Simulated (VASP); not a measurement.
# TiO2: single point with PBEsol+U

The system is TiO2.

```xyz
6
Lattice="4.5909 0.0000 0.0000 0.0000 4.5909 0.0000 0.0000 0.0000 2.9692" Properties=species:S:1:pos:R:3 pbc="T T T"
Ti    0.0000    0.0000    1.4846
Ti    2.2954    2.2954    0.0000
O     1.3998    1.3998    1.4846
O     0.8956    3.6953    0.0000
O     3.6953    0.8956    0.0000
O     3.1910    3.1910    1.4846
```

```json
{
 "Program": "VASP 6.6.1",
 "Task": "single point",
 "Functional": "PBEsol",
 "Potentials or basis": "VASP PAW PBE potentials, release 64 (Ti_sv, O)",
 "Cutoff": "520 eV",
 "k mesh": "6 × 6 × 9",
 "Occupations": "fermi-dirac, width 0.05 eV",
 "Spin": "no spin polarisation",
 "Hubbard terms": "Ti d U = 3.0 eV"
}
```

```yaml
Pressure: 3.6 GPa
Largest_force: 0.116 eV/Å
Band_gap_on_the_k_mesh: 2.20 eV
```

Forces in eV/Å, atoms in the order of the input:
```
Ti   0.000  0.000  0.000
Ti   0.000  0.000  0.000
O   -0.082 -0.082  0.000
O    0.082 -0.082  0.000
O   -0.082  0.082  0.000
O    0.082  0.082  0.000
```

Stress tensor (GPa, compression positive):
```
3.34 0.00 0.00
0.00 3.34 0.00
0.00 0.00 4.17
```

Levels at points of the mesh, in eV from the valence-band top:
| k point | band 20 | band 21 | band 22 | band 23 | band 24 | band 25 | band 26 | band 27 | band 28 | band 29 |
| --- | --- | --- | --- | --- | --- | --- | --- | --- | --- | --- |
| (0.00, 0.00, 0.00) | -2.14 | -0.80 | -0.50 | -0.50 | 0.00 | 2.20 | 2.43 | 2.75 | 2.82 | 2.82 |
| (0.50, 0.00, 0.00) | -3.13 | -1.73 | -1.73 | -0.79 | -0.79 | 2.83 | 2.83 | 3.36 | 3.36 | 3.86 |
| (0.50, 0.50, 0.00) | -2.14 | -1.44 | -1.44 | -1.15 | -1.15 | 2.21 | 2.21 | 2.84 | 2.84 | 4.12 |

Eigenvalues of the final occupation matrices:
```
    site  spin  trace               eigenvalues
site 1 d     1   0.82  0.09 0.11 0.11 0.25 0.27
site 1 d     2   0.82  0.09 0.11 0.11 0.25 0.27
site 2 d     1   0.82  0.09 0.11 0.11 0.25 0.27
site 2 d     2   0.82  0.09 0.11 0.11 0.25 0.27
```

Wall time 40 s on 1 thread of Intel(R) Xeon(R) 6975P-C (Granite Rapids) (shared host), peak memory 0.22 GiB.

Caveat: the cell stands under pressure; the PAW data sets were made with another functional, which shifts forces and pressure a little; an odd mesh through Γ misses points on the zone boundary, where band edges can lie.
